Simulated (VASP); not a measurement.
# BaTiO3 in VASP: further runs, part 2 of 2

VASP 6.6.1.

## (4) Single point, r2SCAN

Input file POSCAR:

```
BaTiO3
1.0
    3.9723652526      0.0000000000      0.0000000000
    0.0000000000      3.9723652526      0.0000000000
    0.0000000000      0.0000000000      4.1122285626
Ba Ti O
1 1 3
Direct
    0.0000000000      0.0000000000     -0.0043576161
    0.5000000000      0.5000000000      0.4775258081
    0.5000000000      0.5000000000      0.0345450385
    0.5000000000      0.0000000000      0.5176433848
    0.0000000000      0.5000000000      0.5176433848
```

Input file INCAR.step1:

```
PREC = Accurate
ENCUT = 520
ISMEAR = 0
SIGMA = 0.01
LREAL = False
LASPH = True
NELM = 60
NBANDS = 28
GGA = PE
ALGO = Normal
EDIFF = 1E-4
LWAVE = True
LCHARG = False
```

Input file INCAR.step2:

```
PREC = Accurate
ENCUT = 520
EDIFF = 1E-6
ISMEAR = 0
SIGMA = 0.01
LREAL = False
LASPH = True
NELM = 60
ALGO = Normal
ISIF = 2
LWAVE = False
LCHARG = True
METAGGA = R2SCAN
LMIXTAU = True
LELF = True
LVHAR = True
NBANDS = 28
ISTART = 1
```

Input file KPOINTS:

```
Automatic mesh
0
Gamma
  6 6 6
```

Potentials or basis: VASP PAW PBE potentials, release 64 (Ba_sv, Ti_sv, O).

Launch:

```console
$ cat potpaw_PBE.64/Ba_sv/POTCAR potpaw_PBE.64/Ti_sv/POTCAR potpaw_PBE.64/O/POTCAR > POTCAR
$ cp INCAR.step1 INCAR
$ mpirun -np 1 vasp_std > vasp.out
$ cp INCAR.step2 INCAR
$ mpirun -np 1 vasp_std > vasp.out
```

OUTCAR:

```text
PREC = Accurate
   ENCUT = 520
   EDIFF = 1E-6
   ISMEAR = 0
   LREAL = False
   LASPH = True
   NELM = 60
   ISIF = 2
   METAGGA = R2SCAN
   ISTART = 1

 ion  position               nearest neighbor table
   1  0.000  0.000  0.996-   4 2.79   5 2.79   5 2.79   4 2.79   3 2.81   3 2.81   3 2.81   3 2.81
                             4 2.92   5 2.92   5 2.92   4 2.92   2 3.44   2 3.44   2 3.44   2 3.44
   2  0.500  0.500  0.478-   3 1.82   4 1.99   5 1.99   4 1.99   5 1.99   3 2.29   1 3.44   1 3.44
                             1 3.44   1 3.44   1 3.53   1 3.53   1 3.53   1 3.53
   3  0.500  0.500  0.035-   2 1.82   2 2.29   1 2.81   1 2.81   1 2.81   1 2.81
   4  0.500  0.000  0.518-   2 1.99   2 1.99   1 2.79   1 2.79   1 2.92   1 2.92
   5  0.000  0.500  0.518-   2 1.99   2 1.99   1 2.79   1 2.79   1 2.92   1 2.92

  LATTYP: Found a simple tetragonal cell.
 ALAT       =     3.9723652526
 C/A-ratio  =     1.0352090760

  Lattice vectors:

 A1 = (   3.9723652526,   0.0000000000,   0.0000000000)
 A2 = (   0.0000000000,   3.9723652526,   0.0000000000)
 A3 = (   0.0000000000,   0.0000000000,   4.1122285626)

Analysis of symmetry for initial positions (statically):
=====================================================================
 Subroutine PRICEL returns:
 Original cell was already a primitive cell.

 Routine SETGRP: Setting up the symmetry group for a
 simple tetragonal supercell.

 Subroutine GETGRP returns: Found  8 space group operations
 (whereof  8 operations were pure point group operations)
 out of a pool of 16 trial point group operations.

The static configuration has the point symmetry C_4v.

Analysis of symmetry for dynamics (positions and initial velocities):
=====================================================================
 Subroutine PRICEL returns:
 Original cell was already a primitive cell.

 Routine SETGRP: Setting up the symmetry group for a
 simple tetragonal supercell.

[... 125 lines left out ...]
   ISMEAR =     0;   SIGMA  =   0.01  broadening in eV -4-tet -1-fermi 0-gaus
   EFERMI_NEDOS =   21; number of points for ismear=-14 and -15
   IALGO  =     38    algorithm
   IMIX   =      4    mixing-type and parameters
     AMIX     =   0.40;   BMIX     =  1.00
     AMIX_MAG =   1.60;   BMIX_MAG =  1.00
  volume/ion in A,a.u.               =      12.98        87.58
  Fermi-wavevector in a.u.,A,eV,Ry     =   1.393273  2.632905 26.411770  1.941210
  Thomas-Fermi vector in A             =   2.516935
   LORBIT       =      0    0 simple, 1 ext, 2 COOP (PROOUT), +10 PAW based schemes
   METAGGA = R2SCAN    functional components
   LHFCALC =     F    Hartree Fock is set to
   AEXX    =    0.0000 exact exchange contribution
   IVDW    =     0    specifies the selected vdW correction
   LEPSILON=     F    determine dielectric tensor
   LRPA    =     F    only Hartree local field effects (RPA)
 non-spin polarized calculation
 Gauss-broadening in eV      SIGMA  =   0.01
  energy-cutoff  :      520.00
  volume of cell :       64.89
 maximum number of plane-waves:      1779
 NGX is ok and might be reduce to    30
   NGX = 15   NGY = 15   NGZ = 15

 number of electron      39.9999984 magnetization

 Free energy of the ion-electron system (eV)
  ---------------------------------------------------
  ext. energy  EPLUGINS =         0.00000000
  ---------------------------------------------------
  free energy    TOTEN  =       -74.25933579 eV

  energy without entropy =      -74.25933579  energy(sigma->0) =      -74.25933579

 E-fermi :   3.7364     XC(G=0): -11.8331

 val. band max:        3.5988842538   @ k =   0.5000   0.5000   0.5000
 cond. band min:       5.8090126797   @ k =   0.0000   0.0000   0.0000
 fundamental gap:      2.2101284259
 Fermi energy:         3.7364446015

 k-point     1 :       0.0000    0.0000    0.0000
  band No.  band energies     occupation
      1     -55.2039      2.00000
      2     -30.4718      2.00000
      3     -30.3581      2.00000
      4     -30.3581      2.00000
      5     -22.1093      2.00000
      6     -14.3948      2.00000
[... 733 lines left out ...]
     27      12.1681      0.00000
     28      13.4669      0.00000

 [... further k-points ...]
[... 5 lines left out ...]
  --------------------------------------------------------------------------------------
  -------------------------------------------------------------------------------------
  Total        0.7560595      0.7560595      0.8282633      0.0000000     -0.0000000      0.0000000
  in kB       18.6677066     18.6677066     20.4504761      0.0000000     -0.0000000      0.0000000
  external PRESSURE =      19.2619631 kB  Pullay stress =       0.0000000 kB

 VOLUME and BASIS-vectors are now :
 -----------------------------------------------------------------------------
  energy-cutoff  :      520.00
  volume of cell :       64.89
      direct lattice vectors                 reciprocal lattice vectors
     3.972365253  0.000000000  0.000000000     0.251739187  0.000000000  0.000000000
     0.000000000  3.972365253  0.000000000     0.000000000  0.251739187  0.000000000
     0.000000000  0.000000000  4.112228563     0.000000000  0.000000000  0.243177145

 POSITION                                       TOTAL-FORCE (eV/Angst)
 -----------------------------------------------------------------------------------
      0.00000      0.00000      4.09431         0.000000      0.000000      0.028976
      1.98618      1.98618      1.96370         0.000000     -0.000000      0.164766
      1.98618      1.98618      0.14206         0.000000     -0.000000     -0.157828
      1.98618      0.00000      2.12867         0.000000      0.000000     -0.017957
      0.00000      1.98618      2.12867        -0.000000      0.000000     -0.017957
 -----------------------------------------------------------------------------------
    total drift:                                0.000000      0.000000     -0.003712

  FREE ENERGIE OF THE ION-ELECTRON SYSTEM (eV)
  ---------------------------------------------------
  free  energy   TOTEN  =       -74.2593357876 eV

  energy  without entropy=      -74.2593357876  energy(sigma->0) =      -74.25933579
```

OUTCAR.step1:

```text
PREC = Accurate
   ENCUT = 520
   ISMEAR = 0
   LREAL = False
   LASPH = True
[... 979 lines left out ...]
      1.98618      1.98618      1.96370         0.000000      0.000000      0.137855
      1.98618      1.98618      0.14206         0.000000     -0.000000     -0.208962
      1.98618      0.00000      2.12867         0.000000     -0.000000      0.026072
      0.00000      1.98618      2.12867        -0.000000     -0.000000      0.026072
 -----------------------------------------------------------------------------------
    total drift:                                0.000000      0.000000     -0.004235

  FREE ENERGIE OF THE ION-ELECTRON SYSTEM (eV)
  ---------------------------------------------------
  free  energy   TOTEN  =       -40.0082133477 eV

  energy  without entropy=      -40.0082133477  energy(sigma->0) =      -40.00821335
```

Run time: 1.7 min. Hardware: 1 thread of Intel Xeon 6975P-C (Granite Rapids), shared host; peak memory 0.22 GiB.

What came out:

- Free energy: -74.2593 eV
- Pressure: 1.9 GPa
- Largest force: 0.165 eV/Å
- Band gap on the k mesh: 2.21 eV, indirect (least direct gap 2.71 eV)

Forces in eV/Å, atoms in the order of the input:
```
Ba   0.000  0.000  0.029
Ti   0.000  0.000  0.165
O    0.000  0.000 -0.158
O    0.000  0.000 -0.018
O    0.000  0.000 -0.018
```

Caveat: the PAW data sets were made with another functional, which shifts forces and pressure a little; spin-orbit coupling is left out, which moves the levels of the heavy elements. A k mesh can miss the band edges.

## (5) Single point, PBE (uniaxial x strain -1.2%)

Input file INCAR:

```
ALGO = Normal
EDIFF = 1E-7
ENCUT = 520
GGA = PE
ISIF = 2
ISMEAR = -1
LASPH = True
LCHARG = False
LREAL = False
LWAVE = False
NBANDS = 28
NELM = 80
PREC = Accurate
SIGMA = 0.02
```

Input file KPOINTS:

```
k-points
0
Gamma
  6 6 6
```

Input file POSCAR:

```
BaTiO3
1.0
    3.9258885792      0.0000000000      0.0000000000
    0.0000000000      3.9723652526      0.0000000000
    0.0000000000      0.0000000000      4.1122285626
Ba Ti O
1 1 3
Direct
    0.0000000000      0.0000000000     -0.0042501670
    0.5000000000      0.5000000000      0.4776046287
    0.5000000000      0.5000000000      0.0339020936
    0.5000000000      0.0000000000      0.5163359384
    0.0000000000      0.5000000000      0.5194075063
```

Potentials or basis: VASP PAW PBE potentials, release 64 (Ba_sv, Ti_sv, O).

Launch:

```console
$ cat potpaw_PBE.64/Ba_sv/POTCAR potpaw_PBE.64/Ti_sv/POTCAR potpaw_PBE.64/O/POTCAR > POTCAR
$ mpirun -np 1 vasp_std > vasp.out
```

OUTCAR:

```text
EDIFF = 1E-7
   ENCUT = 520
   GGA = PE
   ISIF = 2
   ISMEAR = -1
   LASPH = True
   LREAL = False
   NELM = 80
   PREC = Accurate

 ion  position               nearest neighbor table
   1  0.000  0.000  0.996-   4 2.78   4 2.78   5 2.79   5 2.79   3 2.80   3 2.80   3 2.80   3 2.80
                             4 2.90   4 2.90   5 2.93   5 2.93   2 3.42   2 3.42   2 3.42   2 3.42
   2  0.500  0.500  0.478-   3 1.82   5 1.97   5 1.97   4 1.99   4 1.99   3 2.29   1 3.42   1 3.42
                             1 3.42   1 3.42   1 3.51   1 3.51   1 3.51   1 3.51
   3  0.500  0.500  0.034-   2 1.82   2 2.29   1 2.80   1 2.80   1 2.80   1 2.80
   4  0.500  0.000  0.516-   2 1.99   2 1.99   1 2.78   1 2.78   1 2.90   1 2.90
   5  0.000  0.500  0.519-   2 1.97   2 1.97   1 2.79   1 2.79   1 2.93   1 2.93

  LATTYP: Found a simple orthorhombic cell.
 ALAT       =     3.9258885792
 B/A-ratio  =     1.0118385106
 C/A-ratio  =     1.0474644096

  Lattice vectors:

 A1 = (   3.9258885792,   0.0000000000,   0.0000000000)
 A2 = (   0.0000000000,   3.9723652526,   0.0000000000)
 A3 = (   0.0000000000,   0.0000000000,   4.1122285626)

Analysis of symmetry for initial positions (statically):
=====================================================================
 Subroutine PRICEL returns:
 Original cell was already a primitive cell.

 Routine SETGRP: Setting up the symmetry group for a
 simple orthorhombic supercell.

 Subroutine GETGRP returns: Found  4 space group operations
 (whereof  4 operations were pure point group operations)
 out of a pool of  8 trial point group operations.

The static configuration has the point symmetry C_2v.

Analysis of symmetry for dynamics (positions and initial velocities):
=====================================================================
 Subroutine PRICEL returns:
 Original cell was already a primitive cell.

 Routine SETGRP: Setting up the symmetry group for a
 simple orthorhombic supercell.

 Subroutine GETGRP returns: Found  4 space group operations
[... 124 lines left out ...]
   ISMEAR =    -1;   SIGMA  =   0.02  broadening in eV -4-tet -1-fermi 0-gaus
   EFERMI_NEDOS =   21; number of points for ismear=-14 and -15
   IALGO  =     38    algorithm
   IMIX   =      4    mixing-type and parameters
     AMIX     =   0.40;   BMIX     =  1.00
     AMIX_MAG =   1.60;   BMIX_MAG =  1.00
  volume/ion in A,a.u.               =      12.83        86.55
  Fermi-wavevector in a.u.,A,eV,Ry     =   1.398750  2.643254 26.619811  1.956501
  Thomas-Fermi vector in A             =   2.521877
   LORBIT       =      0    0 simple, 1 ext, 2 COOP (PROOUT), +10 PAW based schemes
   GGA     = PE    functional components
   LHFCALC =     F    Hartree Fock is set to
   AEXX    =    0.0000 exact exchange contribution
   IVDW    =     0    specifies the selected vdW correction
   LEPSILON=     F    determine dielectric tensor
   LRPA    =     F    only Hartree local field effects (RPA)
 non-spin polarized calculation
  energy-cutoff  :      520.00
  volume of cell :       64.13
 maximum number of plane-waves:      1751
 NGX is ok and might be reduce to    30
   NGX = 15   NGY = 15   NGZ = 15

 number of electron      39.9999992 magnetization

 Free energy of the ion-electron system (eV)
  ---------------------------------------------------
  ext. energy  EPLUGINS =         0.00000000
  ---------------------------------------------------
  free energy    TOTEN  =       -39.97645332 eV

  energy without entropy =      -39.97645332  energy(sigma->0) =      -39.97645332

 E-fermi :   4.4449     XC(G=0): -11.2410

 val. band max:        3.9982125208   @ k =   0.5000   0.5000   0.5000
 cond. band min:       5.8263204865   @ k =   0.0000   0.0000   0.0000
 fundamental gap:      1.8281079657
 Fermi energy:         4.4449446651

 k-point     1 :       0.0000    0.0000    0.0000
  band No.  band energies     occupation
      1     -52.5400      2.00000
      2     -28.8586      2.00000
      3     -28.7607      2.00000
      4     -28.7541      2.00000
      5     -21.0287      2.00000
      6     -13.0607      2.00000
[... 733 lines left out ...]
     27      11.8966      0.00000
     28      12.6214      0.00000

 [... further k-points ...]
[... 5 lines left out ...]
  --------------------------------------------------------------------------------------
  -------------------------------------------------------------------------------------
  Total        3.4194053      2.5140039      2.4705467      0.0000000      0.0000000      0.0000000
  in kB       85.4273184     62.8075916     61.7218968      0.0000000      0.0000000      0.0000000
  external PRESSURE =      69.9856023 kB  Pullay stress =       0.0000000 kB

 VOLUME and BASIS-vectors are now :
 -----------------------------------------------------------------------------
  energy-cutoff  :      520.00
  volume of cell :       64.13
      direct lattice vectors                 reciprocal lattice vectors
     3.925888579  0.000000000  0.000000000     0.254719404  0.000000000  0.000000000
     0.000000000  3.972365253  0.000000000     0.000000000  0.251739187  0.000000000
     0.000000000  0.000000000  4.112228563     0.000000000  0.000000000  0.243177145

 POSITION                                       TOTAL-FORCE (eV/Angst)
 -----------------------------------------------------------------------------------
      0.00000      0.00000      4.09475         0.000000      0.000000      0.020563
      1.96294      1.98618      1.96402         0.000000      0.000000      0.125351
      1.96294      1.98618      0.13941         0.000000      0.000000     -0.194690
      1.96294      0.00000      2.12329         0.000000      0.000000      0.022186
      0.00000      1.98618      2.13592         0.000000      0.000000      0.026591
 -----------------------------------------------------------------------------------
    total drift:                                0.000000      0.000000     -0.000350

  FREE ENERGIE OF THE ION-ELECTRON SYSTEM (eV)
  ---------------------------------------------------
  free  energy   TOTEN  =       -39.9764533208 eV

  energy  without entropy=      -39.9764533208  energy(sigma->0) =      -39.97645332
```

Wall time 53 s (1 thread of Intel Xeon 6975P-C (Granite Rapids), shared host); peak memory 0.25 GiB.

What came out:

```yaml
Free_energy: -39.9765 eV
Pressure: 7.0 GPa
Largest_force: 0.195 eV/Å
Band_gap_on_the_k_mesh: 1.83 eV, indirect (least direct gap 2.32 eV)
```

Forces in eV/Å, atoms in the order of the input:
```
Ba   0.000  0.000  0.021
Ti   0.000  0.000  0.125
O    0.000  0.000 -0.195
O    0.000  0.000  0.022
O    0.000  0.000  0.027
```

Levels at points of the mesh, in eV from the valence-band top:
```
           k point  band 18  band 19  band 20  band 21  band 22  band 23
(0.00, 0.00, 0.00)    -0.71    -0.50    -0.49     1.83     2.29     2.36
(0.50, 0.00, 0.00)    -1.80    -1.37    -1.18     2.40     3.62     3.71
(0.00, 0.50, 0.00)    -1.72    -1.41    -1.18     2.46     3.54     3.62
(0.50, 0.50, 0.00)    -1.08    -1.08    -0.07     3.65     3.74     4.06
(0.00, 0.00, 0.50)    -2.05    -0.74    -0.73     1.97     3.53     3.56
(0.50, 0.00, 0.50)    -1.06    -1.00    -0.42     3.55     3.67     3.92
(0.00, 0.50, 0.50)    -1.15    -1.09    -0.44     3.57     3.58     3.87
(0.50, 0.50, 0.50)    -0.35    -0.34     0.00     4.14     4.18     4.27
```

Caveat: the cell differs from its parent crystal (uniaxial x strain -1.2%); spin-orbit coupling is left out, which moves the levels of the heavy elements. A k mesh can miss the band edges.

## (6) The runs side by side

| level | cell | smearing | gap on the mesh (eV) | pressure (GPa) | largest force (eV/Å) |
| --- | --- | --- | --- | --- | --- |
| PBE | a = 3.972, b = 3.972, c = 4.112 Å, 5 atoms | fermi-dirac 0.02 eV | 1.81 | 4.9 | 0.20 |
| PBE | a = 3.972, b = 3.864, c = 4.112 Å, 5 atoms | fermi-dirac 0.02 eV | 1.86 | 10.2 | 0.19 |
| r2SCAN | a = 3.972, b = 3.972, c = 4.112 Å, 5 atoms | gaussian 0.01 eV | 2.21 | 1.9 | 0.16 |
| PBE | a = 3.926, b = 3.972, c = 4.112 Å, 5 atoms | fermi-dirac 0.02 eV | 1.83 | 7.0 | 0.19 |

Alike in all rows: task single point; potentials or basis VASP PAW PBE potentials, release 64 (Ba_sv, Ti_sv, O); no spin polarisation; k mesh 6 × 6 × 6; cutoff (eV) 520.

Caveats: spin-orbit coupling is left out, which moves the levels of the heavy elements; the PAW data sets were made with another functional, which shifts forces and pressure a little (some runs).

Absolute energies hang on the potentials; compare differences alone.
